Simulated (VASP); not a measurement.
A run of VASP 6.6.1 is set up as follows.

The input INCAR:

```
SYSTEM = Zr3Nb
ALGO = Normal
EDIFF = 1E-6
ENCUT = 500
GGA = PE
GGA_COMPAT = .FALSE.
ISIF = 2
ISMEAR = 0
LASPH = .TRUE.
LCHARG = .TRUE.
LELF = .TRUE.
LREAL = .FALSE.
LVHAR = .TRUE.
LWAVE = .FALSE.
NBANDS = 59
NELM = 120
PREC = Accurate
SIGMA = 0.1
```

File KPOINTS:

```
k-points
0
G
  4 4 4
  0 0 0
```

Contents of POSCAR:

```
Zr3Nb
1.0
    5.5724999814      0.0000000000      0.0000000000
    0.0000000000      5.5724999814      0.0000000000
    0.0000000000      0.0000000000      5.5724999814
Zr Nb
6 2
Direct
    0.0000000000      0.5000000000      0.2500000000
    0.0000000000      0.5000000000      0.7500000000
    0.2500000000      0.0000000000      0.5000000000
    0.7500000000      0.0000000000      0.5000000000
    0.5000000000      0.7500000000      0.0000000000
    0.5000000000      0.2500000000      0.0000000000
    0.0000000000      0.0000000000      0.0000000000
    0.5000000000      0.5000000000      0.5000000000
```

Potentials or basis: VASP PAW PBE potentials, release 64 (Zr_sv, Nb_sv).

Launch:

```bash
$ cat potpaw_PBE.64/Zr_sv/POTCAR potpaw_PBE.64/Nb_sv/POTCAR > POTCAR
$ mpirun -np 1 vasp_std > vasp.out
```

**Question.** What does it give for the band gap on the k mesh?

**Answer.** Zero (band 49 reaches 9.47 eV, above the bottom of band 50 at 9.12 eV).

**Question.** What does it give for the pressure?

**Answer.** 0.4 GPa.
